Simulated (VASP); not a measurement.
Input of a VASP 6.6.1 run:

INCAR

```
SYSTEM = Al9O
ALGO = Normal
DIPOL = 0.5 0.5 0.336
EDIFF = 1E-6
ENCUT = 520
GGA = PE
GGA_COMPAT = .False.
IDIPOL = 3
ISIF = 2
ISMEAR = 0
LASPH = .True.
LCHARG = .False.
LDIPOL = .True.
LREAL = .False.
LWAVE = .False.
NBANDS = 28
NELM = 120
NELMDL = -8
PREC = Accurate
SIGMA = 0.1
```

Contents of KPOINTS:

```
k-points
0
Gamma
  9 3 1
  0 0 0
```

POSCAR

```
Al9O
1.0
    2.8535431553      0.0000000000      0.0000000000
   -1.4267715777      9.7014842378      0.0000000000
    0.0000000000      0.0000000000     20.2903703566
Al O
9 1
Direct
    0.5324432082      0.0648864163      0.1971378506
    0.6709612116      0.3419224231      0.2462112387
    0.2986648122      0.5973296244      0.2560259163
    0.9263684129      0.8527368258      0.2658405940
    0.0639544175      0.1277109188      0.3154271765
    0.1995835182      0.4042231282      0.3707799904
    0.8288001109      0.6596656509      0.3785021740
    0.4526153906      0.9110819271      0.3874246327
    0.5987897996      0.1940915694      0.4482057722
    1.0924854425      0.1814072012      0.4936222744
```

Potentials or basis: VASP PAW PBE potentials, release 64 (Al, O).

Run with:

```bash
$ cat potpaw_PBE.64/Al/POTCAR potpaw_PBE.64/O/POTCAR > POTCAR
$ mpirun -np 1 vasp_std > vasp.out
```

Task: Estimate the band gap on the k mesh.

Result: Zero (an odd number of electrons rules out a gap without spin polarisation).

Task: What does it give for the largest force?

Result: 0.475 eV/Å.

Forces in eV/Å, atoms in the order of the input:
```
Al   0.007  0.129 -0.035
Al   0.007  0.136 -0.037
Al  -0.029 -0.178  0.052
Al   0.007 -0.171 -0.142
Al  -0.009  0.158  0.448
Al  -0.010  0.125 -0.189
Al   0.010 -0.056  0.064
Al   0.009 -0.144 -0.159
Al   0.010 -0.005 -0.016
O   -0.002  0.005  0.014
```

Caveat: an odd number of electrons without spin polarisation forces a metal; a magnetic or distorted state may lie lower.
